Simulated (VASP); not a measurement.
Set up this calculation in VASP 6.6.1, as the native input.

| Property | Result |
| --- | --- |
| Task | single point |
| Functional | revPBE |
| Potentials or basis | VASP PAW PBE potentials, release 64 (Cd, Te) |
| Cutoff | 520 eV |
| k mesh | 9 × 9 × 9 |
| Occupations | fermi-dirac, width 0.08 eV |
| Spin | no spin polarisation |
| Dipole correction | no |
| Further INCAR settings | ALGO = Normal; EDIFF = 1e-06; NBANDS = 16 |

The structure of CdTe lies in POSCAR:

```
CdTe
1.0
    0.0000000000      3.2050000000      3.2050000000
    3.2050000000      0.0000000000      3.2050000000
    3.2050000000      3.2050000000      0.0000000000
Cd Te
1 1
Direct
    0.0000000000      0.0000000000      0.0000000000
    0.7500000000      0.7500000000      0.7500000000
```

One way to write it, as run:

INCAR

```
SYSTEM = CdTe
  PREC = Accurate
  ENCUT = 520
  EDIFF = 1E-6
  ISMEAR = -1
  SIGMA = 0.08
  LREAL = .False.
  LASPH = .True.
  NELM = 80
  ALGO = Normal
  ISIF = 2
  LWAVE = .False.
  LCHARG = .False.
  GGA = RE
  NBANDS = 16
```

KPOINTS

```
regular mesh
0
Gamma
  9 9 9
  0 0 0
```

Potentials or basis: VASP PAW PBE potentials, release 64 (Cd, Te).

Launch:

```console
$ cat potpaw_PBE.64/Cd/POTCAR potpaw_PBE.64/Te/POTCAR > POTCAR
$ mpirun -np 1 vasp_std > vasp.out
```

It gave:

The pressure is 5.7 GPa and the band gap on the k mesh is 0.98 eV.

Caveat: the cell stands under pressure; the PAW data sets were made with another functional, which shifts forces and pressure a little; spin-orbit coupling is left out, which moves the levels of the heavy elements.

Run time: 50 s on 1 thread of Intel Xeon 8259CL, with other jobs on the host, peak memory 0.22 GiB.
